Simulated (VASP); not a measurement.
BaO:

```xyz
2
Lattice="0.0000 2.7719 2.7719 2.7719 0.0000 2.7719 2.7719 2.7719 0.0000" Properties=species:S:1:pos:R:3 pbc="T T T"
Ba    0.0000    0.0000    0.0000
O     2.7719    2.7719    2.7719
```

Base run:

- Program: VASP 6.6.1
- Functional: r2SCAN
- Potentials or basis: VASP PAW PBE potentials, release 64 (Ba_sv, O)
- Cutoff: 660 eV
- k mesh: 8 × 8 × 8
- Occupations: gaussian, width 0.01 eV
- Spin: no spin polarisation

Its results: band gap on the k mesh 2.32 eV; pressure 1.6 GPa.

**Question.** The run is repeated on the same cell with these changes: functional from r2SCAN to PBE; cutoff from 660 eV to 600 eV. What comes out?

**Answer.** Band gap on the k mesh 1.98 eV; pressure 2.8 GPa.

Caveats: spin-orbit coupling is left out, which moves the levels of the heavy elements; the PAW data sets were made with another functional, which shifts forces and pressure a little (at least some runs).

A k mesh can miss the band edges.
